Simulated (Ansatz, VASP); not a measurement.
Two plane-wave programs on BeS5

```
CELL_PARAMETERS angstrom
5.39256 0.00000 0.00000
-2.69628 4.67009 0.00000
0.00000 0.00000 4.53183
ATOMIC_POSITIONS crystal
Be 0.00000 0.00000 0.50000
S 0.33333 0.66667 0.28993
S 0.66667 0.33333 0.28993
S 0.66667 0.33333 0.71007
S 0.33333 0.66667 0.71007
S 0.00000 0.00000 0.00000
```

Alike in both runs: functional PBE; k mesh 6 × 6 × 4; occupations gaussian, width 0.1 eV; no spin polarisation.

Ansatz relaxed the structure, and its values are those at the end. VASP's run is a single point on that final structure, the one shown.

|  | VASP | Ansatz |
| --- | --- | --- |
| version | VASP 6.6.1 | Ansatz 0.2.0 |
| potentials or method | VASP PAW PBE potentials, release 64 (Be, S), cutoff 520 eV | scalar-relativistic, plane waves, PAW |
| valence electrons in the cell | 32 | 32 |

Ansatz gave:

* gap on the k mesh at the Fermi level (eV): none
* pressure (GPa): 0.0
* rms of the force components (eV/Å): 0.001

Problem. Which values does VASP return?

Solution. gap on the k mesh at the Fermi level (eV): none; pressure (GPa): -0.5; rms of the force components (eV/Å): 0.122.

A gap of «none» marks a metal or a gap that the smearing closes. One of these differences is far larger than is usual between the two programs; its cause wasn't traced.
